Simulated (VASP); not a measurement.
# O (R-3m) in VASP: a series of runs, part 2 of 2

VASP 6.6.1.

## 3. Electric field gradients, PBEsol (volume scaled by 0.99)

The input, INCAR:

```
ALGO = Normal
EDIFF = 1E-8
ENCUT = 520
GGA = PS
ISIF = 2
ISMEAR = -1
LASPH = T
LCHARG = F
LEFG = T
LREAL = F
LWAVE = F
NBANDS = 13
NELM = 80
PREC = Accurate
SIGMA = 0.02
```

The input, KPOINTS:

```
k-points
0
Gamma
  10 10 10
```

The input, POSCAR:

```
O
1.0
    1.4185886219      0.8190225227      3.3969009182
   -1.4185886219      0.8190225227      3.3969009182
    0.0000000000     -1.6380450454      3.3969009182
O
2
Direct
    0.0577000000      0.0577000000      0.0577000000
    0.9423000000      0.9423000000      0.9423000000
```

Potentials or basis: VASP PAW PBE potentials, release 64 (O).

Launch:

```
cat potpaw_PBE.64/O/POTCAR > POTCAR
mpirun -np 1 vasp_std > vasp.out
```

OUTCAR:

```text
EDIFF = 1E-8
   ENCUT = 520
   GGA = PS
   ISIF = 2
   ISMEAR = -1
   LASPH = T
   LREAL = F
   NELM = 80
   PREC = Accurate

 ion  position               nearest neighbor table
   1  0.058  0.058  0.058-   2 1.18
   2  0.942  0.942  0.942-   1 1.18

  LATTYP: Found a trigonal (rhomboedric) cell.
 ALAT       =     3.7712235970
 COS(alpha) =     0.7170052526

  Lattice vectors:

 A1 = (   1.4185886219,   0.8190225227,   3.3969009182)
 A2 = (  -1.4185886219,   0.8190225227,   3.3969009182)
 A3 = (   0.0000000000,  -1.6380450454,   3.3969009182)

Analysis of symmetry for initial positions (statically):
=====================================================================
 Subroutine PRICEL returns:
 Original cell was already a primitive cell.

 Routine SETGRP: Setting up the symmetry group for a
 trigonal (rhombohedral) supercell.

 Subroutine GETGRP returns: Found 12 space group operations
 (whereof 12 operations were pure point group operations)
 out of a pool of 12 trial point group operations.

The static configuration has the point symmetry D_3d.

Analysis of symmetry for dynamics (positions and initial velocities):
=====================================================================
 Subroutine PRICEL returns:
 Original cell was already a primitive cell.

 Routine SETGRP: Setting up the symmetry group for a
 trigonal (rhombohedral) supercell.

 Subroutine GETGRP returns: Found 12 space group operations
 (whereof 12 operations were pure point group operations)
 out of a pool of 12 trial point group operations.

The dynamic configuration has the point symmetry D_3d.

 Subroutine INISYM returns: Found 12 space group operations
 (whereof 12 operations are pure point group operations),
 and found     1 'primitive' translations

----------------------------------------------------------------------------------------

                                     Primitive cell

  volume of cell :      23.6803

  direct lattice vectors                    reciprocal lattice vectors
     1.418588622  0.819022523  3.396900918     0.352462999  0.203494607  0.098128659
    -1.418588622  0.819022523  3.396900918    -0.352462999  0.203494607  0.098128659
     0.000000000 -1.638045045  3.396900918     0.000000000 -0.406989215  0.098128659

  length of vectors
     3.771223597  3.771223597  3.771223597     0.418651949  0.418651949  0.418651949

  position of ions in fractional coordinates (direct lattice)
     0.057700000  0.057700000  0.057700000
     0.942300000  0.942300000  0.942300000

  ion indices of the primitive-cell ions
   primitive index   ion index
                 1           1
                 2           2

----------------------------------------------------------------------------------------

 KPOINTS: k-points

Automatic generation of k-mesh.
 Grid dimensions read from file:
 generate k-points for:   10   10   10

 Generating k-lattice:

  Cartesian coordinates                     Fractional coordinates (reciprocal lattice)
     0.035246300  0.020349461  0.009812866     0.100000000  0.000000000  0.000000000
    -0.035246300  0.020349461  0.009812866     0.000000000  0.100000000  0.000000000
[... 73 lines left out ...]
   ISMEAR =    -1;   SIGMA  =   0.02  broadening in eV -4-tet -1-fermi 0-gaus
   EFERMI_NEDOS =   21; number of points for ismear=-14 and -15
   IALGO  =     38    algorithm
   IMIX   =      4    mixing-type and parameters
     AMIX     =   0.40;   BMIX     =  1.00
     AMIX_MAG =   1.60;   BMIX_MAG =  1.00
  volume/ion in A,a.u.               =      11.84        79.90
  Fermi-wavevector in a.u.,A,eV,Ry     =   1.305188  2.466448 23.177741  1.703516
  Thomas-Fermi vector in A             =   2.436074
   LORBIT       =      0    0 simple, 1 ext, 2 COOP (PROOUT), +10 PAW based schemes
   GGA     = PS    functional components
   LHFCALC =     F    Hartree Fock is set to
   AEXX    =    0.0000 exact exchange contribution
   IVDW    =     0    specifies the selected vdW correction
   LEPSILON=     F    determine dielectric tensor
   LRPA    =     F    only Hartree local field effects (RPA)
 non-spin polarized calculation
  energy-cutoff  :      520.00
  volume of cell :       23.68
 maximum number of plane-waves:       648
   NGX = 15   NGY = 15   NGZ = 15

 number of electron      11.9999999 magnetization

 Free energy of the ion-electron system (eV)
  ---------------------------------------------------
  ext. energy  EPLUGINS =         0.00000000
  ---------------------------------------------------
  free energy    TOTEN  =        -9.82362825 eV

  energy without entropy =       -9.82191996  energy(sigma->0) =       -9.82277410

 E-fermi :   0.4907     XC(G=0):  -9.4886

 val. band max:        0.4642258768   @ k =  -0.4000   0.1000   0.0000
 cond. band min:       0.4908526002   @ k =   0.5000   0.5000   0.3000
 fundamental gap:      0.0266267233
 Fermi energy:         0.4907300791

 k-point     1 :       0.0000    0.0000    0.0000
  band No.  band energies     occupation
      1     -27.8257      2.00000
      2     -13.2648      2.00000
      3      -8.7722      2.00000
      4      -6.1909      2.00000
      5      -6.1909      2.00000
      6       1.0641      0.00000
      7       1.0641      0.00000
      8       8.5930      0.00000
      9      12.2576      0.00000
     10      15.2749      0.00000
     11      19.1020      0.00000
     12      21.6397      0.00000
     13      21.6397      0.00000
[... 354 lines left out ...]
  band No.  band energies     occupation
      1     -27.5073      2.00000
      2     -13.4427      2.00000
      3      -8.1776      2.00000
      4      -6.9275      2.00000
      5      -6.7801      2.00000
      6      -0.4556      2.00000
      7       0.9859      0.00000
      8      10.3999      0.00000
      9      12.5537      0.00000
     10      15.1541      0.00000
     11      15.8127      0.00000
     12      19.6800      0.00000
     13      22.4103      0.00000

 [... further k-points ...]
[... 5 lines left out ...]
  --------------------------------------------------------------------------------------
  -------------------------------------------------------------------------------------
  Total       -1.3220175     -1.3220175      5.8013895      0.0000000      0.0000000      0.0000000
  in kB      -89.4460890    -89.4460890    392.5149145      0.0000000      0.0000000      0.0000000
  external PRESSURE =      71.2075788 kB  Pullay stress =       0.0000000 kB

 VOLUME and BASIS-vectors are now :
 -----------------------------------------------------------------------------
  energy-cutoff  :      520.00
  volume of cell :       23.68
      direct lattice vectors                 reciprocal lattice vectors
     1.418588622  0.819022523  3.396900918     0.352462999  0.203494607  0.098128659
    -1.418588622  0.819022523  3.396900918    -0.352462999  0.203494607  0.098128659
     0.000000000 -1.638045045  3.396900918     0.000000000 -0.406989215  0.098128659

 POSITION                                       TOTAL-FORCE (eV/Angst)
 -----------------------------------------------------------------------------------
      0.00000      0.00000      0.58800         0.000000      0.000000      4.342282
      0.00000      0.00000      9.60270         0.000000     -0.000000     -4.342282
 -----------------------------------------------------------------------------------
    total drift:                                0.000000     -0.000000      0.000000

  FREE ENERGIE OF THE ION-ELECTRON SYSTEM (eV)
  ---------------------------------------------------
  free  energy   TOTEN  =        -9.8236282463 eV

  energy  without entropy=       -9.8219199580  energy(sigma->0) =       -9.82277410

 Electric field gradients (V/A^2)
---------------------------------------------------------------------
 ion       V_xx      V_yy      V_zz      V_xy      V_xz      V_yz
---------------------------------------------------------------------
   1     -57.372   -57.372   114.744    -0.000     0.000    -0.000
   2     -57.372   -57.372   114.744     0.000     0.000    -0.000
---------------------------------------------------------------------

 Electric field gradients after diagonalization (V/A^2)
 (convention: |V_zz| > |V_xx| > |V_yy|)
----------------------------------------------------------------------
 ion       V_xx      V_yy      V_zz     asymmetry (V_yy - V_xx)/ V_zz
----------------------------------------------------------------------
   1     -57.372   -57.372   114.744       0.000
   2     -57.372   -57.372   114.744       0.000
----------------------------------------------------------------------

           NMR quadrupolar parameters

 Cq : quadrupolar parameter    Cq=e*Q*V_zz/h
 eta: asymmetry parameters     (V_yy - V_xx)/ V_zz
 Q  : nuclear electric quadrupole moment in mb (millibarn)
----------------------------------------------------------------------
 ion       Cq(MHz)       eta       Q (mb)
----------------------------------------------------------------------
   1       0.277       0.000       1.000
   2       0.277       0.000       1.000
----------------------------------------------------------------------
```

Wall time 31 s (1 thread of AMD EPYC 9R14 (Zen 4), shared host); peak memory 0.13 GiB.

What came out:

| Item | Value |
| --- | --- |
| Free energy | -9.8236 eV |
| Pressure | 7.1 GPa |
| Largest force | 4.342 eV/Å |
| Band gap on the k mesh | zero (band 6 reaches 1.32 eV, above the bottom of band 7 at -0.02 eV) |

Forces on the atoms (eV/Å):
```
O    0.000  0.000  4.342
O    0.000  0.000 -4.342
```

Electric field gradients, principal values (V/Å²):
```csv
atom,least,middle,greatest (by size)
1 O,-57.372,-57.372,114.744
2 O,-57.372,-57.372,114.744
```

Caveat: the standard files for N, O and F lose accuracy on very short bonds; spin is off for a triplet molecule; without QUAD_EFG the Cq values of the log hold for a quadrupole moment of 1 mb, not for the nuclei; the PAW data sets were made with another functional, which shifts forces and pressure a little.

## 4. Electric field gradients, PBEsol (volume scaled by 0.99)

The input, INCAR:

```
SYSTEM = O
  ALGO = Normal
  EDIFF = 1E-8
  ENCUT = 520
  GGA = PS
  ISIF = 2
  ISMEAR = -1
  LASPH = .True.
  LCHARG = .False.
  LEFG = .True.
  LREAL = .False.
  LWAVE = .False.
  NBANDS = 13
  NELM = 100
  PREC = Accurate
  SIGMA = 0.02
```

The input, KPOINTS:

```
k-points
0
Gamma
  10 10 10
  0 0 0
```

POSCAR is that of step 3.

Potentials or basis: VASP PAW PBE potentials, release 64 (O).

Launch:

```
cat potpaw_PBE.64/O/POTCAR > POTCAR
mpirun -np 1 vasp_std > vasp.out
```

OUTCAR:

```text
SYSTEM = O
   EDIFF = 1E-8
   ENCUT = 520
   GGA = PS
   ISIF = 2
   ISMEAR = -1
   LASPH = .True.
   LREAL = .False.
   NELM = 100
   PREC = Accurate

 ion  position               nearest neighbor table
   1  0.058  0.058  0.058-   2 1.18
   2  0.942  0.942  0.942-   1 1.18

  LATTYP: Found a trigonal (rhomboedric) cell.
 ALAT       =     3.7712235970
 COS(alpha) =     0.7170052526

  Lattice vectors:

 A1 = (   1.4185886219,   0.8190225227,   3.3969009182)
 A2 = (  -1.4185886219,   0.8190225227,   3.3969009182)
 A3 = (   0.0000000000,  -1.6380450454,   3.3969009182)

Analysis of symmetry for initial positions (statically):
=====================================================================
 Subroutine PRICEL returns:
 Original cell was already a primitive cell.

 Routine SETGRP: Setting up the symmetry group for a
 trigonal (rhombohedral) supercell.

 Subroutine GETGRP returns: Found 12 space group operations
 (whereof 12 operations were pure point group operations)
 out of a pool of 12 trial point group operations.

The static configuration has the point symmetry D_3d.

Analysis of symmetry for dynamics (positions and initial velocities):
=====================================================================
 Subroutine PRICEL returns:
 Original cell was already a primitive cell.

 Routine SETGRP: Setting up the symmetry group for a
 trigonal (rhombohedral) supercell.

 Subroutine GETGRP returns: Found 12 space group operations
 (whereof 12 operations were pure point group operations)
 out of a pool of 12 trial point group operations.

The dynamic configuration has the point symmetry D_3d.

 Subroutine INISYM returns: Found 12 space group operations
 (whereof 12 operations are pure point group operations),
 and found     1 'primitive' translations

----------------------------------------------------------------------------------------

                                     Primitive cell

  volume of cell :      23.6803

  direct lattice vectors                    reciprocal lattice vectors
     1.418588622  0.819022523  3.396900918     0.352462999  0.203494607  0.098128659
    -1.418588622  0.819022523  3.396900918    -0.352462999  0.203494607  0.098128659
     0.000000000 -1.638045045  3.396900918     0.000000000 -0.406989215  0.098128659

  length of vectors
     3.771223597  3.771223597  3.771223597     0.418651949  0.418651949  0.418651949

  position of ions in fractional coordinates (direct lattice)
     0.057700000  0.057700000  0.057700000
     0.942300000  0.942300000  0.942300000

  ion indices of the primitive-cell ions
   primitive index   ion index
                 1           1
                 2           2

----------------------------------------------------------------------------------------

 KPOINTS: k-points

Automatic generation of k-mesh.
 Grid dimensions read from file:
 generate k-points for:   10   10   10

 Generating k-lattice:

  Cartesian coordinates                     Fractional coordinates (reciprocal lattice)
[... 73 lines left out ...]
   EMIN   =  10.00;   EMAX   =-10.00  energy-range for DOS
   EFERMI =   0.00;   METHOD = LEGACY
   ISMEAR =    -1;   SIGMA  =   0.02  broadening in eV -4-tet -1-fermi 0-gaus
   EFERMI_NEDOS =   21; number of points for ismear=-14 and -15
   IALGO  =     38    algorithm
   IMIX   =      4    mixing-type and parameters
     AMIX     =   0.40;   BMIX     =  1.00
     AMIX_MAG =   1.60;   BMIX_MAG =  1.00
  volume/ion in A,a.u.               =      11.84        79.90
  Fermi-wavevector in a.u.,A,eV,Ry     =   1.305188  2.466448 23.177741  1.703516
  Thomas-Fermi vector in A             =   2.436074
   LORBIT       =      0    0 simple, 1 ext, 2 COOP (PROOUT), +10 PAW based schemes
   GGA     = PS    functional components
   LHFCALC =     F    Hartree Fock is set to
   AEXX    =    0.0000 exact exchange contribution
   IVDW    =     0    specifies the selected vdW correction
   LEPSILON=     F    determine dielectric tensor
   LRPA    =     F    only Hartree local field effects (RPA)
 non-spin polarized calculation
  energy-cutoff  :      520.00
  volume of cell :       23.68
 maximum number of plane-waves:       648
   NGX = 15   NGY = 15   NGZ = 15

 number of electron      11.9999999 magnetization

 Free energy of the ion-electron system (eV)
  ---------------------------------------------------
  ext. energy  EPLUGINS =         0.00000000
  ---------------------------------------------------
  free energy    TOTEN  =        -9.82362825 eV

  energy without entropy =       -9.82191996  energy(sigma->0) =       -9.82277410

 E-fermi :   0.4907     XC(G=0):  -9.4886

 val. band max:        0.4642258768   @ k =  -0.4000   0.1000   0.0000
 cond. band min:       0.4908526002   @ k =   0.5000   0.5000   0.3000
 fundamental gap:      0.0266267233
 Fermi energy:         0.4907300791

 k-point     1 :       0.0000    0.0000    0.0000
  band No.  band energies     occupation
      1     -27.8257      2.00000
      2     -13.2648      2.00000
      3      -8.7722      2.00000
      4      -6.1909      2.00000
      5      -6.1909      2.00000
      6       1.0641      0.00000
      7       1.0641      0.00000
      8       8.5930      0.00000
      9      12.2576      0.00000
     10      15.2749      0.00000
     11      19.1020      0.00000
     12      21.6397      0.00000
     13      21.6397      0.00000
[... 354 lines left out ...]
  band No.  band energies     occupation
      1     -27.5073      2.00000
      2     -13.4427      2.00000
      3      -8.1776      2.00000
      4      -6.9275      2.00000
      5      -6.7801      2.00000
      6      -0.4556      2.00000
      7       0.9859      0.00000
      8      10.3999      0.00000
      9      12.5537      0.00000
     10      15.1541      0.00000
     11      15.8127      0.00000
     12      19.6800      0.00000
     13      22.4103      0.00000

 [... further k-points ...]
[... 5 lines left out ...]
  --------------------------------------------------------------------------------------
  -------------------------------------------------------------------------------------
  Total       -1.3220175     -1.3220175      5.8013895      0.0000000      0.0000000      0.0000000
  in kB      -89.4460890    -89.4460890    392.5149145      0.0000000      0.0000000      0.0000000
  external PRESSURE =      71.2075788 kB  Pullay stress =       0.0000000 kB

 VOLUME and BASIS-vectors are now :
 -----------------------------------------------------------------------------
  energy-cutoff  :      520.00
  volume of cell :       23.68
      direct lattice vectors                 reciprocal lattice vectors
     1.418588622  0.819022523  3.396900918     0.352462999  0.203494607  0.098128659
    -1.418588622  0.819022523  3.396900918    -0.352462999  0.203494607  0.098128659
     0.000000000 -1.638045045  3.396900918     0.000000000 -0.406989215  0.098128659

 POSITION                                       TOTAL-FORCE (eV/Angst)
 -----------------------------------------------------------------------------------
      0.00000      0.00000      0.58800         0.000000      0.000000      4.342282
      0.00000      0.00000      9.60270         0.000000     -0.000000     -4.342282
 -----------------------------------------------------------------------------------
    total drift:                                0.000000     -0.000000      0.000000

  FREE ENERGIE OF THE ION-ELECTRON SYSTEM (eV)
  ---------------------------------------------------
  free  energy   TOTEN  =        -9.8236282463 eV

  energy  without entropy=       -9.8219199580  energy(sigma->0) =       -9.82277410

 Electric field gradients (V/A^2)
---------------------------------------------------------------------
 ion       V_xx      V_yy      V_zz      V_xy      V_xz      V_yz
---------------------------------------------------------------------
   1     -57.372   -57.372   114.744    -0.000     0.000    -0.000
   2     -57.372   -57.372   114.744     0.000     0.000    -0.000
---------------------------------------------------------------------

 Electric field gradients after diagonalization (V/A^2)
 (convention: |V_zz| > |V_xx| > |V_yy|)
----------------------------------------------------------------------
 ion       V_xx      V_yy      V_zz     asymmetry (V_yy - V_xx)/ V_zz
----------------------------------------------------------------------
   1     -57.372   -57.372   114.744       0.000
   2     -57.372   -57.372   114.744       0.000
----------------------------------------------------------------------

           NMR quadrupolar parameters

 Cq : quadrupolar parameter    Cq=e*Q*V_zz/h
 eta: asymmetry parameters     (V_yy - V_xx)/ V_zz
 Q  : nuclear electric quadrupole moment in mb (millibarn)
----------------------------------------------------------------------
 ion       Cq(MHz)       eta       Q (mb)
----------------------------------------------------------------------
   1       0.277       0.000       1.000
   2       0.277       0.000       1.000
----------------------------------------------------------------------
```

It took 30 s on 1 thread of AMD EPYC 9R14 (Zen 4), shared host; peak memory 0.13 GiB.

What came out:

```
Free energy            : -9.8236 eV
Pressure               : 7.1 GPa
Largest force          : 4.342 eV/Å
Band gap on the k mesh : zero (band 6 reaches 1.32 eV, above the bottom of band 7 at -0.02 eV)
```

Forces in eV/Å, atoms in the order of the input:
```
O    0.000  0.000  4.342
O    0.000  0.000 -4.342
```

Stress tensor (GPa, compression positive):
```
-8.94  0.00  0.00
 0.00 -8.94  0.00
 0.00  0.00 39.25
```

Electric field gradients, principal values (V/Å²):
| atom | least | middle | greatest (by size) |
| --- | --- | --- | --- |
| 1 O | -57.372 | -57.372 | 114.744 |
| 2 O | -57.372 | -57.372 | 114.744 |

Caveat: the standard files for N, O and F lose accuracy on very short bonds; spin is off for a triplet molecule; without QUAD_EFG the Cq values of the log hold for a quadrupole moment of 1 mb, not for the nuclei; the PAW data sets were made with another functional, which shifts forces and pressure a little.
